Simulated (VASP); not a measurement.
# Ge (Fm-3m) in VASP: settings compared

The runs below take Ge through single point, with PBE, RPBE, r2SCAN.

All numbers are computed with VASP 6.6.1; they aren't measurements. Logs are shortened: lines on timing, memory, paths and dates and some standing lists are left out, and cuts for length are marked.

### Step 1. The cell of the first run

The structure is cubic, space group Fm-3m (No. 225). The conventional cell has a = 4.197 Å, b = 4.197 Å, c = 4.197 Å, α = 90.00°, β = 90.00°, γ = 90.00°. Within 3.9 Å of Ge (site symmetry m-3m) lie 12 Ge at 2.97 Å.

### Step 2. Single point, PBE

The input, INCAR:

```
ALGO = Normal
EDIFF = 1E-6
ENCUT = 520
GGA = PE
ISIF = 2
ISMEAR = 0
LASPH = T
LCHARG = F
LREAL = F
LWAVE = F
NBANDS = 13
NELM = 100
PREC = Accurate
SIGMA = 0.1
```

The input, KPOINTS:

```
k-points
0
Gamma
  10 10 10
```

The input, POSCAR:

```
Ge
1.0
    0.0000000000      2.0983605250      2.0983605250
    2.0983605250      0.0000000000      2.0983605250
    2.0983605250      2.0983605250      0.0000000000
Ge
1
Direct
    0.0000000000      0.0000000000      0.0000000000
```

Potentials or basis: VASP PAW PBE potentials, release 64 (Ge_d).

The run is started by

```sh
> cat potpaw_PBE.64/Ge_d/POTCAR > POTCAR
> mpirun -np 1 vasp_std > vasp.out
```

OUTCAR:

```text
EDIFF = 1E-6
   ENCUT = 520
   GGA = PE
   ISIF = 2
   ISMEAR = 0
   LASPH = T
   LREAL = F
   NELM = 100
   PREC = Accurate

 ion  position               nearest neighbor table
   1  0.000  0.000  0.000-

  LATTYP: Found a face centered cubic cell.
 ALAT       =     4.1967210500

  Lattice vectors:

 A1 = (   0.0000000000,   2.0983605250,   2.0983605250)
 A2 = (   2.0983605250,   0.0000000000,   2.0983605250)
 A3 = (   2.0983605250,   2.0983605250,   0.0000000000)

Analysis of symmetry for initial positions (statically):
=====================================================================
 Subroutine PRICEL returns:
 Original cell was already a primitive cell.

 Routine SETGRP: Setting up the symmetry group for a
 face centered cubic supercell.

 Subroutine GETGRP returns: Found 48 space group operations
[... 9 lines left out ...]

 Routine SETGRP: Setting up the symmetry group for a
 face centered cubic supercell.

 Subroutine GETGRP returns: Found 48 space group operations
[... 11 lines left out ...]
                                     Primitive cell

  volume of cell :      18.4787

  direct lattice vectors                    reciprocal lattice vectors
     0.000000000  2.098360525  2.098360525    -0.238281265  0.238281265  0.238281265
     2.098360525  0.000000000  2.098360525     0.238281265 -0.238281265  0.238281265
     2.098360525  2.098360525  0.000000000     0.238281265  0.238281265 -0.238281265

  length of vectors
     2.967529913  2.967529913  2.967529913     0.412715257  0.412715257  0.412715257

  position of ions in fractional coordinates (direct lattice)
     0.000000000  0.000000000  0.000000000

  ion indices of the primitive-cell ions
   primitive index   ion index
                 1           1

----------------------------------------------------------------------------------------

 KPOINTS: k-points

Automatic generation of k-mesh.
 Grid dimensions read from file:
 generate k-points for:   10   10   10

 Generating k-lattice:

  Cartesian coordinates                     Fractional coordinates (reciprocal lattice)
    -0.023828126  0.023828126  0.023828126     0.100000000  0.000000000  0.000000000
     0.023828126 -0.023828126  0.023828126     0.000000000  0.100000000  0.000000000
     0.023828126  0.023828126 -0.023828126     0.000000000  0.000000000  0.100000000

  Length of vectors
     0.041271526  0.041271526  0.041271526

  Shift w.r.t. Gamma in fractional coordinates (k-lattice)
     0.000000000  0.000000000  0.000000000

 Subroutine IBZKPT returns following result:
 ===========================================

[... 55 lines left out ...]
   POTIM  = 0.5000    time-step for ionic-motion
   TEBEG  =    0.0;   TEEND  =   0.0 temperature during run
   PSTRESS=    0.0 pullay stress
   NELECT =      14.0000    total number of electrons
   NUPDOWN=      -1.0000    fix difference up-down
   EMIN   =  10.00;   EMAX   =-10.00  energy-range for DOS
   EFERMI =   0.00;   METHOD = LEGACY
   ISMEAR =     0;   SIGMA  =   0.10  broadening in eV -4-tet -1-fermi 0-gaus
   EFERMI_NEDOS =   21; number of points for ismear=-14 and -15
   IALGO  =     38    algorithm
   IMIX   =      4    mixing-type and parameters
     AMIX     =   0.40;   BMIX     =  1.00
     AMIX_MAG =   1.60;   BMIX_MAG =  1.00
  volume/ion in A,a.u.               =      18.48       124.70
  Fermi-wavevector in a.u.,A,eV,Ry     =   1.492430  2.820284 30.304914  2.227348
  Thomas-Fermi vector in A             =   2.604959
   LORBIT       =      0    0 simple, 1 ext, 2 COOP (PROOUT), +10 PAW based schemes
   GGA     = PE    functional components
   LHFCALC =     F    Hartree Fock is set to
   AEXX    =    0.0000 exact exchange contribution
   IVDW    =     0    specifies the selected vdW correction
   LEPSILON=     F    determine dielectric tensor
   LRPA    =     F    only Hartree local field effects (RPA)
 non-spin polarized calculation
 Gauss-broadening in eV      SIGMA  =   0.10
  energy-cutoff  :      520.00
  volume of cell :       18.48
 maximum number of plane-waves:       531
 NGX is ok and might be reduce to    24
   NGX = 11   NGY = 11   NGZ = 11

 number of electron      13.9999991 magnetization

 Free energy of the ion-electron system (eV)
  ---------------------------------------------------
  ext. energy  EPLUGINS =         0.00000000
  ---------------------------------------------------
  free energy    TOTEN  =        -4.17114260 eV

  energy without entropy =       -4.16543180  energy(sigma->0) =       -4.16828720

 E-fermi :   7.1123     XC(G=0): -11.4039

 val. band max:        7.0642344614   @ k =   0.4000   0.2000   0.1000
 cond. band min:       7.1820797182   @ k =   0.4000   0.3000   0.0000
 fundamental gap:      0.1178452569
 Fermi energy:         7.1123048037

 k-point     1 :       0.0000    0.0000    0.0000
  band No.  band energies     occupation
      1     -17.7151      2.00000
      2     -17.7151      2.00000
      3     -17.7151      2.00000
      4     -17.6620      2.00000
      5     -17.6620      2.00000
      6      -6.3271      2.00000
      7      16.2272      0.00000
      8      16.2272      0.00000
      9      16.2272      0.00000
     10      21.2410      0.00000
     11      21.2410      0.00000
     12      21.2410      0.00000
     13      22.2025      0.00000
[... 354 lines left out ...]
  band No.  band energies     occupation
      1     -17.7575      2.00000
      2     -17.7177      2.00000
      3     -17.6393      2.00000
      4     -17.6282      2.00000
      5     -17.6143      2.00000
      6      -2.0368      2.00000
      7       7.1821      0.32376
      8       9.2535      0.00000
      9      10.6684      0.00000
     10      14.6705      0.00000
     11      16.4944      0.00000
     12      28.9902      0.00000
     13      29.8008      0.00000

 [... further k-points ...]

------------------------ aborting loop because EDIFF is reached ----------------------------------------

  FORCE on cell =-STRESS in cart. coord.  units (eV):
  Direction    XX          YY          ZZ          XY          YZ          ZX
  --------------------------------------------------------------------------------------
  -------------------------------------------------------------------------------------
  Total        0.4378364      0.4378364      0.4378364      0.0000000      0.0000000     -0.0000000
  in kB       37.9622672     37.9622672     37.9622672      0.0000000      0.0000000     -0.0000000
  external PRESSURE =      37.9622672 kB  Pullay stress =       0.0000000 kB

 VOLUME and BASIS-vectors are now :
 -----------------------------------------------------------------------------
  energy-cutoff  :      520.00
  volume of cell :       18.48
      direct lattice vectors                 reciprocal lattice vectors
     0.000000000  2.098360525  2.098360525    -0.238281265  0.238281265  0.238281265
     2.098360525  0.000000000  2.098360525     0.238281265 -0.238281265  0.238281265
     2.098360525  2.098360525  0.000000000     0.238281265  0.238281265 -0.238281265

 POSITION                                       TOTAL-FORCE (eV/Angst)
 -----------------------------------------------------------------------------------
      0.00000      0.00000      0.00000         0.000000      0.000000      0.000000
 -----------------------------------------------------------------------------------
    total drift:                                0.000000      0.000000     -0.000000

  FREE ENERGIE OF THE ION-ELECTRON SYSTEM (eV)
  ---------------------------------------------------
  free  energy   TOTEN  =        -4.1711426041 eV

  energy  without entropy=       -4.1654317990  energy(sigma->0) =       -4.16828720
```

OSZICAR:

```text
N       E                     dE             d eps       ncg     rms          rms(c)
DAV:   1     0.629899183860E+02    0.62990E+02   -0.71496E+03  1326   0.300E+03
DAV:   2     0.134744806495E+01   -0.61642E+02   -0.58981E+02  1302   0.438E+02
DAV:   3    -0.411614903186E+01   -0.54636E+01   -0.54405E+01  1387   0.705E+01
DAV:   4    -0.418450485679E+01   -0.68356E-01   -0.68348E-01  1457   0.855E+00
DAV:   5    -0.418515455288E+01   -0.64970E-03   -0.64969E-03  1437   0.908E-01    0.114E+00
DAV:   6    -0.417559507175E+01    0.95595E-02   -0.58644E-03  1552   0.165E+00    0.634E-01
DAV:   7    -0.417129014298E+01    0.43049E-02   -0.42440E-03  1547   0.104E+00    0.543E-02
DAV:   8    -0.417113681391E+01    0.15333E-03   -0.35454E-04  1497   0.447E-01    0.217E-02
DAV:   9    -0.417114209970E+01   -0.52858E-05   -0.53617E-06  1422   0.221E-02    0.548E-03
DAV:  10    -0.417114260413E+01   -0.50443E-06   -0.26512E-07  1016   0.118E-02
   1 F= -.41711426E+01 E0= -.41682872E+01  d E =-.571081E-02
```

stdout:

```text
POSCAR found type information on POSCAR Ge
 POSCAR found :  1 types and       1 ions
 scaLAPACK will be used
 LDA part: xc-table for (Slater+PW92), standard interpolation
 POSCAR, INCAR and KPOINTS ok, starting setup
 FFT: planning ... GRIDC
 FFT: planning ... GRID_SOFT
 FFT: planning ... GRID
 WAVECAR not read
 entering main loop
```

Wall time 6.1 s (1 thread of Intel Xeon Platinum 8488C (Sapphire Rapids), shared host); peak memory 0.13 GiB.

What came out:

```
Free energy            : -4.1711 eV
Pressure               : 3.8 GPa
Band gap on the k mesh : zero (band 7 reaches 16.23 eV, above the bottom of band 8 at 4.69 eV)
```

### Step 3. Single point, RPBE

The input, INCAR:

```
SYSTEM = Ge
PREC     = Accurate       ! precision mode
ENCUT    = 520            ! plane-wave cutoff, eV
EDIFF    = 1E-6           ! SCF threshold, eV
ISMEAR   = 0              ! smearing method
SIGMA    = 0.1            ! smearing width, eV
LREAL    = .FALSE.        ! projectors in reciprocal space
LASPH    = .TRUE.         ! aspherical terms in the spheres
NELM     = 100            ! most SCF steps
ALGO     = Normal         ! electronic algorithm
ISIF     = 2              ! what is computed and relaxed
LWAVE    = .FALSE.        ! write WAVECAR
LCHARG   = .TRUE.         ! write CHGCAR
GGA      = RP             ! functional
LELF     = .TRUE.         ! ELF
LVHAR    = .TRUE.       
NBANDS   = 13             ! bands
```

The input, KPOINTS:

```
Automatic mesh
0
G
  10 10 10
  0 0 0
```

POSCAR: that of step 2 with these lines changed.

```diff
@@ -8,2 +8,2 @@
 Direct
-    0.0000000000      0.0000000000      0.0000000000
+   -0.0168846748      0.0492260675      0.0153110777
```

Potentials or basis: VASP PAW PBE potentials, release 64 (Ge_d).

The run is started by

```sh
> cat potpaw_PBE.64/Ge_d/POTCAR > POTCAR
> mpirun -np 1 vasp_std > vasp.out
```

It took 5.8 s on 1 thread of Intel Xeon Platinum 8488C (Sapphire Rapids), shared host; peak memory 0.14 GiB.

The run converged. Its results:

| Property | Result |
| --- | --- |
| Free energy | -3.7973 eV |
| Pressure | 5.4 GPa |
| Band gap on the k mesh | zero (band 7 reaches 16.41 eV, above the bottom of band 8 at 4.80 eV) |

Levels at points of the mesh, in eV from the Fermi level:
```
           k point  band 4  band 5  band 6  band 7  band 8  band 9  band 10  band 11
(0.00, 0.00, 0.00)  -24.85  -24.85  -13.44    9.17    9.17    9.17    14.07    14.07
(0.50, 0.00, 0.00)  -24.80  -24.80   -7.99   -5.78    7.02    7.02    12.31    12.71
(0.50, 0.50, 0.00)  -24.79  -24.79   -5.58   -4.48    2.62    2.62     6.40     6.58
```

Caveat: the PAW data sets were made with another functional, which shifts forces and pressure a little.

### Step 4. Single point, r2SCAN

POSCAR: that of step 3 with these lines changed.

```diff
@@ -8,2 +8,2 @@
 Direct
-   -0.0168846748      0.0492260675      0.0153110777
+    0.0000000000      0.0000000000      0.0000000000
```

The input, INCAR.step1:

```
SYSTEM = Ge
PREC = Accurate
ENCUT = 550
ISMEAR = 0
SIGMA = 0.1
LREAL = .FALSE.
LASPH = .TRUE.
NELM = 120
ISYM = 0
NBANDS = 13
GGA = PE
ALGO = Normal
EDIFF = 1E-5
LWAVE = .TRUE.
LCHARG = .FALSE.
GGA_COMPAT = .FALSE.
```

The input, INCAR.step2:

```
SYSTEM = Ge
PREC = Accurate
ENCUT = 550
EDIFF = 1E-6
ISMEAR = 0
SIGMA = 0.1
LREAL = .FALSE.
LASPH = .TRUE.
NELM = 120
ALGO = Normal
ISIF = 2
LWAVE = .FALSE.
LCHARG = .FALSE.
METAGGA = R2SCAN
LMIXTAU = .TRUE.
ISYM = 0
NBANDS = 13
ISTART = 1
GGA_COMPAT = .FALSE.
```

The input, KPOINTS:

```
Automatic mesh
0
G
  4 1 7
  0 0 0
```

The run is started by

```sh
> cat potpaw_PBE.64/Ge_d/POTCAR > POTCAR
> cp INCAR.step1 INCAR
> mpirun -np 1 vasp_std > vasp.out
> cp INCAR.step2 INCAR
> mpirun -np 1 vasp_std > vasp.out
```

Wall time 21 s (1 thread of AMD EPYC 7R43 (Zen 3), shared host); peak memory 0.11 GiB.

The run converged, but its numbers aren't listed here, since they failed a check.

Caveat: the k points lie up to 2.59 Å⁻¹ apart; the PAW data sets were made with another functional, which shifts forces and pressure a little.
